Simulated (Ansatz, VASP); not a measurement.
# Two plane-wave programs on TeW

File POSCAR:

```
TeW
1.0
    0.0000000000      3.0618296945      3.0618296945
    3.0618296945      0.0000000000      3.0618296945
    3.0618296945      3.0618296945      0.0000000000
W Te
1 1
Direct
    0.0000000000      0.0000000000      0.0000000000
    0.2500000000      0.2500000000      0.2500000000
```

INCAR.step1

```
PREC     = Accurate       # precision mode
ENCUT    = 520            # plane-wave cutoff, eV
ISMEAR   = 0              # smearing method
SIGMA    = 0.1            # smearing width, eV
LREAL    = F              # projectors in reciprocal space
LASPH    = T              # aspherical terms in the spheres
NELM     = 150            # most SCF steps
ISPIN    = 2              # spin polarisation
MAGMOM   = 1 0            # initial moments
LMAXMIX  = 4              # l up to which the mixer works
NBANDS   = 21             # bands
GGA      = PE             # functional
ALGO     = Normal         # electronic algorithm
EDIFF    = 1E-4           # SCF threshold, eV
LWAVE    = T              # write WAVECAR
LCHARG   = F              # write CHGCAR
```

INCAR.step2

```
PREC     = Accurate       # precision mode
ENCUT    = 520            # plane-wave cutoff, eV
EDIFF    = 1E-6           # SCF threshold, eV
ISMEAR   = 0              # smearing method
SIGMA    = 0.1            # smearing width, eV
LREAL    = F              # projectors in reciprocal space
LASPH    = T              # aspherical terms in the spheres
NELM     = 150            # most SCF steps
ALGO     = Normal         # electronic algorithm
ISIF     = 2              # what is computed and relaxed
LWAVE    = F              # write WAVECAR
LCHARG   = F              # write CHGCAR
ISPIN    = 2              # spin polarisation
MAGMOM   = 1 0            # initial moments
LORBIT   = 11             # projections on sites
LMAXMIX  = 4              # l up to which the mixer works
METAGGA  = R2SCAN         # meta-GGA
LMIXTAU  = T            
NBANDS   = 21             # bands
ISTART   = 1
```

KPOINTS

```
Automatic mesh
0
Gamma
  12 12 12
```

Input for Ansatz:

```yaml
crystal:
  lattice:
    - [0.0, 3.0618296945, 3.0618296945]
    - [3.0618296945, 0.0, 3.0618296945]
    - [3.0618296945, 3.0618296945, 0.0]
  atoms:
    - { symbol: W, position: [0.0, 0.0, 0.0], spin: 1.0 }
    - { symbol: Te, position: [0.25, 0.25, 0.25] }
basis:
  ecutwfc: 500
kpoints:
  mp_grid: { grid: [12, 12, 12] }
hamiltonian:
  xc: r2scan
scf:
  occupations: { method: gaussian, width: 0.1 }
  lower_state_search: "off"
output:
  forces: true
  stress: true
  eigenvalues: true
  populations: true
magnetization:
  spin_polarized: true
```

Alike in both runs: task single point; functional r2SCAN; k mesh 12 × 12 × 12; occupations gaussian, width 0.1 eV; collinear spin.

|  | VASP | Ansatz |
| --- | --- | --- |
| version | VASP 6.6.1 | Ansatz 0.2.0 |
| potentials or method | VASP PAW PBE potentials, release 64 (W_sv, Te), cutoff 520 eV | scalar-relativistic, plane waves, PAW |
| valence electrons in the cell | 20 | 30 |

VASP gave:

```
gap on the k mesh at the Fermi level (eV)                     : none
pressure (GPa)                                                : -1.2
net moment per atom (μB)                                      : 0.75
size of the moment on the site where the two differ most (μB) : 1.23
```

Q: Which values does Ansatz return?

A: gap on the k mesh at the Fermi level (eV): none; pressure (GPa): -1.1; net moment per atom (μB): 0.75; size of the moment on the site where the two differ most (μB): 1.06.

VASP's potentials were made for PBE, not for r2SCAN. Site moments also hang on the region over which each program counts them. A gap of «none» marks a metal or a gap that the smearing closes. With one functional, cell and mesh, what is left measures potentials, basis and numerics. VASP's potentials hold 20 valence electrons a cell and Ansatz's 30, so a difference there can come from the potentials and not from the codes. Ansatz's warnings: stability check not made.

Spin-orbit coupling is off throughout.
